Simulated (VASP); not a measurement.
# Ga: single point with PBE+D3(BJ)

Molecule: Ga, in a box.

```
CELL_PARAMETERS angstrom
15.00000 0.00000 0.00000
0.00000 15.50000 0.00000
0.00000 0.00000 16.00000
ATOMIC_POSITIONS crystal
Ga 0.50000 0.50000 0.50000
```

```json
{
  "Program": "VASP 6.6.1",
  "Task": "single point",
  "Functional": "PBE",
  "Dispersion": "D3(BJ)",
  "Potentials or basis": "VASP PAW PBE potentials, release 64 (Ga_d)",
  "Cutoff": "520 eV",
  "k mesh": "1 × 1 × 1",
  "Occupations": "gaussian, width 0.005 eV",
  "Spin": "collinear spin, ferromagnetic start",
  "Starting moments": "[1.0] μB",
  "Dipole correction": "no",
  "Further INCAR settings": "ALGO = Normal; EDIFF = 1e-06; NBANDS = 16; ISYM = 0"
}
```

```yaml
Gap_between_the_frontier_levels: 0.26 eV
Net_moment: 1.00 μB per cell
Site_moments: Ga +0.27 μB
Valence_electrons_inside_the_program's_atomic_spheres: Ga 11.39
Dispersion_energy_per_atom: 0.000 eV
```

Levels at points of the mesh, in eV from the valence-band top:
Spin up:
```tsv
k point	band 5	band 6	band 7	band 8	band 9	band 10
(0.00, 0.00, 0.00)	-16.05	-6.19	0.00	0.26	0.26	2.45
```
Spin down:
```tsv
k point	band 3	band 4	band 5	band 6	band 7	band 8	band 9	band 10
(0.00, 0.00, 0.00)	-16.03	-16.03	-15.95	-5.61	0.60	0.60	1.28	2.79
```

Run time: 8.9 min on 1 thread of Intel(R) Xeon(R) Platinum 8488C (Sapphire Rapids) (shared host), peak memory 3.4 GiB.
